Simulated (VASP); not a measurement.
# Sc (Fm-3m) in VASP: a series of runs

Sc is run at these levels: PBE; tasks: single point, relaxation of cell and atoms.

Program: VASP 6.6.1. These are calculated values, not measurements. Logs are shortened: lines on timing, memory, paths and dates and some standing lists are left out, and cuts for length are marked.

## 1. The cell of the first run

The structure is cubic, space group Fm-3m (No. 225). The conventional cell has a = 3.430 Å, b = 3.430 Å, c = 3.430 Å, α = 90.00°, β = 90.00°, γ = 90.00°. Sc (site symmetry m-3m) has 12 Sc at 2.43 Å within 3.2 Å.

## 2. Single point, PBE

INCAR reads:

```
  ALGO = Normal
  EDIFF = 1E-6
  ENCUT = 500
  GGA = PE
  GGA_COMPAT = F
  ISIF = 2
  ISMEAR = -1
  LASPH = T
  LCHARG = F
  LREAL = F
  LWAVE = F
  NBANDS = 12
  NELM = 120
  PREC = Accurate
  SIGMA = 0.1
```

KPOINTS reads:

```
k-points
0
Gamma
  19 19 19
```

POSCAR reads:

```
Sc
1.0
    0.0000000000      1.7151196557      1.7151196557
    1.7151196557      0.0000000000      1.7151196557
    1.7151196557      1.7151196557      0.0000000000
Sc
1
Direct
    0.0000000000      0.0000000000      0.0000000000
```

Potentials or basis: VASP PAW PBE potentials, release 64 (Sc_sv).

On the command line:

```sh
$ cat potpaw_PBE.64/Sc_sv/POTCAR > POTCAR
$ mpirun -np 1 vasp_std > vasp.out
```

OUTCAR:

```text
EDIFF = 1E-6
   ENCUT = 500
   GGA = PE
   ISIF = 2
   ISMEAR = -1
   LASPH = T
   LREAL = F
   NELM = 120
   PREC = Accurate

 ion  position               nearest neighbor table
   1  0.000  0.000  0.000-

  LATTYP: Found a face centered cubic cell.
 ALAT       =     3.4302393114

  Lattice vectors:

 A1 = (   0.0000000000,   1.7151196557,   1.7151196557)
 A2 = (   1.7151196557,   0.0000000000,   1.7151196557)
 A3 = (   1.7151196557,   1.7151196557,   0.0000000000)

Analysis of symmetry for initial positions (statically):
=====================================================================
 Subroutine PRICEL returns:
 Original cell was already a primitive cell.

 Routine SETGRP: Setting up the symmetry group for a
 face centered cubic supercell.

 Subroutine GETGRP returns: Found 48 space group operations
 (whereof 48 operations were pure point group operations)
 out of a pool of 48 trial point group operations.

The static configuration has the point symmetry O_h .

Analysis of symmetry for dynamics (positions and initial velocities):
=====================================================================
 Subroutine PRICEL returns:
 Original cell was already a primitive cell.

 Routine SETGRP: Setting up the symmetry group for a
 face centered cubic supercell.

 Subroutine GETGRP returns: Found 48 space group operations
 (whereof 48 operations were pure point group operations)
 out of a pool of 48 trial point group operations.

The dynamic configuration has the point symmetry O_h .

 Subroutine INISYM returns: Found 48 space group operations
 (whereof 48 operations are pure point group operations),
 and found     1 'primitive' translations

----------------------------------------------------------------------------------------

                                     Primitive cell

  volume of cell :      10.0905

  direct lattice vectors                    reciprocal lattice vectors
     0.000000000  1.715119656  1.715119656    -0.291524850  0.291524850  0.291524850
     1.715119656  0.000000000  1.715119656     0.291524850 -0.291524850  0.291524850
     1.715119656  1.715119656  0.000000000     0.291524850  0.291524850 -0.291524850

  length of vectors
     2.425545478  2.425545478  2.425545478     0.504935852  0.504935852  0.504935852

  position of ions in fractional coordinates (direct lattice)
     0.000000000  0.000000000  0.000000000

  ion indices of the primitive-cell ions
   primitive index   ion index
                 1           1

[... 81 lines left out ...]
   PSTRESS=    0.0 pullay stress
   NELECT =      11.0000    total number of electrons
   NUPDOWN=      -1.0000    fix difference up-down
   EMIN   =  10.00;   EMAX   =-10.00  energy-range for DOS
   EFERMI =   0.00;   METHOD = LEGACY
   ISMEAR =    -1;   SIGMA  =   0.10  broadening in eV -4-tet -1-fermi 0-gaus
   EFERMI_NEDOS =   21; number of points for ismear=-14 and -15
   IALGO  =     38    algorithm
   IMIX   =      4    mixing-type and parameters
     AMIX     =   0.40;   BMIX     =  1.00
     AMIX_MAG =   1.60;   BMIX_MAG =  1.00
  volume/ion in A,a.u.               =      10.09        68.09
  Fermi-wavevector in a.u.,A,eV,Ry     =   1.684876  3.183954 38.624321  2.838807
  Thomas-Fermi vector in A             =   2.767820
   LORBIT       =      0    0 simple, 1 ext, 2 COOP (PROOUT), +10 PAW based schemes
   GGA     = PE    functional components
   LHFCALC =     F    Hartree Fock is set to
   AEXX    =    0.0000 exact exchange contribution
   IVDW    =     0    specifies the selected vdW correction
   LEPSILON=     F    determine dielectric tensor
   LRPA    =     F    only Hartree local field effects (RPA)
 non-spin polarized calculation
  energy-cutoff  :      500.00
  volume of cell :       10.09
 maximum number of plane-waves:       271
 NGX is ok and might be reduce to    18
   NGX =  9   NGY =  9   NGZ =  9

 number of electron      10.9999995 magnetization

 Free energy of the ion-electron system (eV)
  ---------------------------------------------------
  ext. energy  EPLUGINS =         0.00000000
  ---------------------------------------------------
  free energy    TOTEN  =        -1.99476253 eV

  energy without entropy =       -1.96628688  energy(sigma->0) =       -1.98052471

 E-fermi :  10.8950     XC(G=0): -14.2059

 val. band max:       10.8847405007   @ k =  -0.3684   0.2632   0.0526
 cond. band min:      10.9128927773   @ k =  -0.3684   0.3158   0.0526
 fundamental gap:      0.0281522765
 Fermi energy:        10.8949771527

 k-point     1 :       0.0000    0.0000    0.0000
  band No.  band energies     occupation
      1     -38.2862      2.00000
      2     -13.6909      2.00000
      3     -13.6909      2.00000
      4     -13.6909      2.00000
      5       7.0627      2.00000
      6      13.0868      0.00000
      7      13.0868      0.00000
      8      13.0868      0.00000
      9      17.0695      0.00000
     10      17.0695      0.00000
     11      29.5280      0.00000
     12      37.4341      0.00000
[... 331 lines left out ...]
 k-point    24 :      -0.2632    0.0526    0.0000
  band No.  band energies     occupation
      1     -37.3751      2.00000
      2     -16.7858      2.00000
      3     -14.2063      2.00000
      4     -13.9765      2.00000
      5       8.9653      2.00000
      6      13.1955      0.00000
      7      13.4223      0.00000
      8      13.5607      0.00000
      9      16.8996      0.00000
     10      18.2500      0.00000
     11      29.7554      0.00000
     12      34.3294      0.00000

 [... further k-points ...]

------------------------ aborting loop because EDIFF is reached ----------------------------------------

  FORCE on cell =-STRESS in cart. coord.  units (eV):
  Direction    XX          YY          ZZ          XY          YZ          ZX
  --------------------------------------------------------------------------------------
  -------------------------------------------------------------------------------------
  Total       10.3225659     10.3225659     10.3225659      0.0000000     -0.0000000      0.0000000
  in kB     1639.0227318   1639.0227318   1639.0227318      0.0000000     -0.0000000      0.0000000
  external PRESSURE =    1639.0227318 kB  Pullay stress =       0.0000000 kB

 VOLUME and BASIS-vectors are now :
 -----------------------------------------------------------------------------
  energy-cutoff  :      500.00
  volume of cell :       10.09
      direct lattice vectors                 reciprocal lattice vectors
     0.000000000  1.715119656  1.715119656    -0.291524850  0.291524850  0.291524850
     1.715119656  0.000000000  1.715119656     0.291524850 -0.291524850  0.291524850
     1.715119656  1.715119656  0.000000000     0.291524850  0.291524850 -0.291524850

 POSITION                                       TOTAL-FORCE (eV/Angst)
 -----------------------------------------------------------------------------------
      0.00000      0.00000      0.00000         0.000000      0.000000      0.000000
 -----------------------------------------------------------------------------------
    total drift:                                0.000000      0.000000      0.000000

  FREE ENERGIE OF THE ION-ELECTRON SYSTEM (eV)
  ---------------------------------------------------
  free  energy   TOTEN  =        -1.9947625341 eV

  energy  without entropy=       -1.9662868840  energy(sigma->0) =       -1.98052471
```

OSZICAR:

```text
N       E                     dE             d eps       ncg     rms          rms(c)
DAV:   1     0.614130302561E+02    0.61413E+02   -0.50486E+03  5468   0.102E+03
DAV:   2    -0.144695365286E+01   -0.62860E+02   -0.60323E+02  5292   0.272E+02
DAV:   3    -0.214014829619E+01   -0.69319E+00   -0.68784E+00  6096   0.395E+01
DAV:   4    -0.214553981392E+01   -0.53915E-02   -0.53912E-02  6372   0.273E+00
DAV:   5    -0.214559584437E+01   -0.56030E-04   -0.56029E-04  6936   0.274E-01    0.222E+01
DAV:   6    -0.202169858282E+01    0.12390E+00   -0.12477E-01  6108   0.640E+00    0.113E+01
DAV:   7    -0.199551409179E+01    0.26184E-01   -0.61651E-02  6332   0.431E+00    0.117E+00
DAV:   8    -0.199479775139E+01    0.71634E-03   -0.59222E-03  6096   0.116E+00    0.460E-02
DAV:   9    -0.199476830949E+01    0.29442E-04   -0.47598E-05  6832   0.105E-01    0.139E-02
DAV:  10    -0.199476243729E+01    0.58722E-05   -0.25463E-06  6044   0.199E-02    0.144E-03
DAV:  11    -0.199476253413E+01   -0.96842E-07   -0.32390E-08  2960   0.224E-03
   1 F= -.19947625E+01 E0= -.19805247E+01  d E =-.284757E-01
```

It took 16 s on 1 thread of Intel Xeon 6975P-C, shared host; peak memory 0.14 GiB.

Results:

- Free energy: -1.9948 eV
- Pressure: 163.9 GPa

Levels at points of the mesh, in eV from the Fermi level:
| k point | band 2 | band 3 | band 4 | band 5 | band 6 | band 7 | band 8 | band 9 |
| --- | --- | --- | --- | --- | --- | --- | --- | --- |
| (0.00, 0.00, 0.00) | -24.59 | -24.59 | -24.59 | -3.83 | 2.19 | 2.19 | 2.19 | 6.17 |

## 3. Single point, PBE

INCAR reads:

```
SYSTEM = Sc
PREC     = Accurate       ! precision mode
ENCUT    = 500            ! plane-wave cutoff, eV
EDIFF    = 1E-6           ! SCF threshold, eV
ISMEAR   = -1             ! smearing method
SIGMA    = 0.1            ! smearing width, eV
LREAL    = .FALSE.        ! projectors in reciprocal space
LASPH    = .TRUE.         ! aspherical terms in the spheres
NELM     = 120            ! most SCF steps
ALGO     = Normal         ! electronic algorithm
ISIF     = 2              ! what is computed and relaxed
LWAVE    = .FALSE.        ! write WAVECAR
LCHARG   = .FALSE.        ! write CHGCAR
GGA      = PE             ! functional
NBANDS   = 12             ! bands
GGA_COMPAT= .FALSE.
```

KPOINTS reads:

```
Automatic mesh
0
G
  19 19 19
  0 0 0
```

POSCAR reads:

```
Sc
1.0
    0.0000000000      1.7149391689      1.7149391689
    1.7149391689      0.0000000000      1.7149391689
    1.7149391689      1.7149391689      0.0000000000
Sc
1
Direct
    0.0000000000      0.0000000000      0.0000000000
```

Potentials or basis: VASP PAW PBE potentials, release 64 (Sc_sv).

On the command line:

```sh
$ cat potpaw_PBE.64/Sc_sv/POTCAR > POTCAR
$ mpirun -np 1 vasp_std > vasp.out
```

Run time: 16 s. Hardware: 1 thread of Intel Xeon 6975P-C, shared host; peak memory 0.14 GiB.

The run converged. Its results:

```yaml
Free_energy: -1.9915 eV
Pressure: 164.0 GPa
```

Levels at points of the mesh, in eV from the Fermi level:
```
           k point  band 1  band 2  band 3  band 4  band 5  band 6  band 7  band 8  band 9  band 10
(0.00, 0.00, 0.00)  -49.18  -24.58  -24.58  -24.58   -3.83    2.19    2.19    2.19    6.18     6.18
```

[end of part 1 of 2]
